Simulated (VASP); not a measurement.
# ZrB2 (P6/mmm) in VASP: further runs, part 3 of 3

VASP 6.6.1.

## Step 5: Single point, PBE

This run uses another cell than the first one, of 10.66 Å³/atom, 1.130 times its volume.

INCAR reads:

```
ALGO = Normal ; EDIFF = 1E-6
ENCUT = 520 ; GGA = PE
ISIF = 2 ; ISMEAR = 0
LASPH = True ; LCHARG = False
LREAL = False ; LWAVE = False
NBANDS = 16 ; NELM = 80
PREC = Accurate ; SIGMA = 0.1
```

KPOINTS reads:

```
k-points
0
Gamma
  10 10 8
```

POSCAR reads:

```
ZrB2
1.0
    3.2117153101      0.0000000000      0.0000000000
   -1.6058576551      2.7814275245      0.0000000000
    0.0000000000      0.0000000000      3.5794921737
Zr B
1 2
Direct
    0.0000000000      0.0000000000      0.0000000000
    0.3333333333      0.6666666667      0.5000000000
    0.6666666667      0.3333333333      0.5000000000
```

Potentials or basis: VASP PAW PBE potentials, release 64 (Zr_sv, B).

On the command line:

```sh
$ cat potpaw_PBE.64/Zr_sv/POTCAR potpaw_PBE.64/B/POTCAR > POTCAR
$ mpirun -np 1 vasp_std > vasp.out
```

OUTCAR:

```text
EDIFF = 1E-6
   ENCUT = 520
   GGA = PE
   ISIF = 2
   ISMEAR = 0
   LASPH = True
   LREAL = False
   NELM = 80
   PREC = Accurate

 ion  position               nearest neighbor table
   1  0.000  0.000  0.000-   2 2.58   3 2.58   2 2.58   3 2.58   3 2.58   3 2.58   2 2.58   2 2.58
                             3 2.58   3 2.58   2 2.58   2 2.58
   2  0.333  0.667  0.500-   3 1.85   3 1.85   3 1.85   1 2.58   1 2.58   1 2.58   1 2.58   1 2.58
                             1 2.58
   3  0.667  0.333  0.500-   2 1.85   2 1.85   2 1.85   1 2.58   1 2.58   1 2.58   1 2.58   1 2.58
                             1 2.58

  LATTYP: Found a hexagonal cell.
 ALAT       =     3.2117153101
 C/A-ratio  =     1.1145110410

  Lattice vectors:

 A1 = (   3.2117153101,   0.0000000000,   0.0000000000)
 A2 = (  -1.6058576551,   2.7814275245,   0.0000000000)
 A3 = (   0.0000000000,   0.0000000000,   3.5794921737)

Analysis of symmetry for initial positions (statically):
=====================================================================
 Subroutine PRICEL returns:
 Original cell was already a primitive cell.

[... 172 lines left out ...]
 E-fermi :  10.0115     XC(G=0): -12.2606

 val. band max:        9.9790546651   @ k =   0.2000   0.2000   0.1250
 cond. band min:      10.1697295552   @ k =   0.0000   0.0000   0.2500
 fundamental gap:      0.1906748901
 Fermi energy:        10.0114748595

 k-point     1 :       0.0000    0.0000    0.0000
  band No.  band energies     occupation
      1     -38.6691      2.00000
      2     -16.8272      2.00000
      3     -16.3371      2.00000
      4     -16.3371      2.00000
      5      -2.4445      2.00000
      6       7.5430      2.00000
[... 433 lines left out ...]
      3     -16.7153      2.00000
      4     -16.5661      2.00000
      5       0.9390      2.00000
      6       2.1988      2.00000
[... 8 lines left out ...]
     15      17.9405      0.00000
     16      19.7606      0.00000

 [... further k-points ...]

------------------------ aborting loop because EDIFF is reached ----------------------------------------

  FORCE on cell =-STRESS in cart. coord.  units (eV):
  Direction    XX          YY          ZZ          XY          YZ          ZX
  --------------------------------------------------------------------------------------
  -------------------------------------------------------------------------------------
  Total       -1.7066752     -1.7066758     -1.3097954      0.0000000     -0.0000000     -0.0000000
  in kB      -85.5136128    -85.5136421    -65.6277977      0.0000000     -0.0000000     -0.0000000
  external PRESSURE =     -78.8850175 kB  Pullay stress =       0.0000000 kB

 VOLUME and BASIS-vectors are now :
 -----------------------------------------------------------------------------
  energy-cutoff  :      520.00
  volume of cell :       31.98
      direct lattice vectors                 reciprocal lattice vectors
     3.211715310  0.000000000  0.000000000     0.311360100  0.179763807  0.000000000
    -1.605857655  2.781427525  0.000000000     0.000000000  0.359527613  0.000000000
     0.000000000  0.000000000  3.579492174     0.000000000  0.000000000  0.279369238

 POSITION                                       TOTAL-FORCE (eV/Angst)
 -----------------------------------------------------------------------------------
      0.00000      0.00000      0.00000         0.000000      0.000000      0.000000
     -0.00000      1.85429      1.78975        -0.000000      0.000000      0.000000
      1.60586      0.92714      1.78975        -0.000000     -0.000000      0.000000
 -----------------------------------------------------------------------------------
    total drift:                               -0.000000      0.000000      0.000000

  FREE ENERGIE OF THE ION-ELECTRON SYSTEM (eV)
  ---------------------------------------------------
  free  energy   TOTEN  =       -24.9482678098 eV

  energy  without entropy=      -24.9465183323  energy(sigma->0) =      -24.94739307
```

Wall time 12 s (1 thread of Intel Xeon 6975P-C, shared host); peak memory 0.17 GiB.

Results:

```yaml
Free_energy: -24.9483 eV
Pressure: -7.9 GPa
Band_gap_on_the_k_mesh: zero (band 9 reaches 10.65 eV, above the bottom of band 10 at 9.88 eV)
```

## Step 6: Single point, PBE

This run uses another cell than the first one, of 11.07 Å³/atom, 1.174 times its volume.

INCAR reads:

```
ALGO     = Normal         # electronic algorithm
EDIFF    = 1E-6           # SCF threshold, eV
ENCUT    = 520            # plane-wave cutoff, eV
GGA      = PE             # functional
ISIF     = 2              # what is computed and relaxed
ISMEAR   = 0              # smearing method
LASPH    = T              # aspherical terms in the spheres
LCHARG   = F              # write CHGCAR
LREAL    = F              # projectors in reciprocal space
LWAVE    = F              # write WAVECAR
NBANDS   = 16             # bands
NELM     = 60             # most SCF steps
PREC     = Accurate       # precision mode
SIGMA    = 0.1            # smearing width, eV
```

KPOINTS is that of step 5.

POSCAR reads:

```
ZrB2
1.0
    3.2523742506      0.0000000000      0.0000000000
   -1.6261871253      2.8166392058      0.0000000000
    0.0000000000      0.0000000000      3.6248070118
Zr B
1 2
Direct
    0.0000000000      0.0000000000      0.0000000000
    0.3333333333      0.6666666667      0.5000000000
    0.6666666667      0.3333333333      0.5000000000
```

Potentials or basis: VASP PAW PBE potentials, release 64 (Zr_sv, B).

On the command line:

```sh
$ cat potpaw_PBE.64/Zr_sv/POTCAR potpaw_PBE.64/B/POTCAR > POTCAR
$ mpirun -np 1 vasp_std > vasp.out
```

Run time: 14 s. Hardware: 1 thread of Intel Xeon 6975P-C, shared host; peak memory 0.17 GiB.

The run converged. Its results:

| Property | Result |
| --- | --- |
| Free energy | -24.8597 eV |
| Pressure | -15.1 GPa |
| Band gap on the k mesh | zero (band 9 reaches 10.22 eV, above the bottom of band 10 at 9.49 eV) |

Stress tensor (GPa, compression positive):
```
-16.06   0.00   0.00
  0.00 -16.06   0.00
  0.00   0.00 -13.32
```

Levels at points of the mesh, in eV from the Fermi level:
```tsv
k point	band 7	band 8	band 9	band 10	band 11	band 12
(0.00, 0.00, 0.00)	-2.40	-2.34	-2.29	3.14	3.14	3.88
(0.50, 0.00, 0.00)	-3.56	-2.88	-2.40	2.17	2.17	4.51
(0.00, 0.00, 0.50)	-0.85	-0.85	0.38	0.38	0.79	0.79
(0.50, 0.00, 0.50)	-4.27	-3.81	-2.07	3.43	3.77	4.84
```

## Step 7: The runs side by side

```tsv
cell	gap on the mesh (eV)	pressure (GPa)
a = 3.083, b = 3.083, c = 3.436 Å, angles 90.0, 90.0, 120.0°, 3 atoms	none	24.7
a = 3.127, b = 3.127, c = 3.485 Å, angles 90.0, 90.0, 120.0°, 3 atoms	none	11.7
a = 3.170, b = 3.170, c = 3.533 Å, angles 90.0, 90.0, 120.0°, 3 atoms	none	0.9
a = 3.212, b = 3.212, c = 3.579 Å, angles 90.0, 90.0, 120.0°, 3 atoms	none	-7.9
a = 3.252, b = 3.252, c = 3.625 Å, angles 90.0, 90.0, 120.0°, 3 atoms	none	-15.1
```

Alike in all rows: task single point; level PBE; potentials or basis VASP PAW PBE potentials, release 64 (Zr_sv, B); no spin polarisation; k mesh 10 × 10 × 8; cutoff (eV) 520; smearing gaussian 0.1 eV.

Absolute energies hang on the potentials; compare differences alone.
